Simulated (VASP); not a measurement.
A run of VASP 6.6.1:

The input INCAR:

```
SYSTEM = Ti
  ALGO = Normal
  EDIFF = 1E-7
  ENCUT = 520
  GGA = PE
  ISIF = 2
  ISMEAR = 0
  LASPH = .TRUE.
  LCHARG = .FALSE.
  LREAL = .FALSE.
  LWAVE = .FALSE.
  NBANDS = 12
  NELM = 100
  PREC = Accurate
  SIGMA = 0.015
```

File KPOINTS:

```
k-points
0
G
  11 11 11
  0 0 0
```

POSCAR

```
Ti
1.0
    0.0000000000      2.0300000000      2.0300000000
    2.0300000000      0.0000000000      2.0300000000
    2.0300000000      2.0300000000      0.0000000000
Ti
1
Direct
    0.0000000000      0.0000000000      0.0000000000
```

Potentials or basis: VASP PAW PBE potentials, release 64 (Ti_sv).

The run is started by

```sh
$ cat potpaw_PBE.64/Ti_sv/POTCAR > POTCAR
$ mpirun -np 1 vasp_std > vasp.out
```

Hardware: 1 thread of AMD EPYC 7R43 64-Core Processor (Zen 3), on a shared host.

Question: How long does it take, and how much memory?

Answer: Run time: 17 s on 1 thread of AMD EPYC 7R43 64-Core Processor (Zen 3), with other jobs on the host, peak memory 0.11 GiB. Counts: scf iterations 15, k points 56.
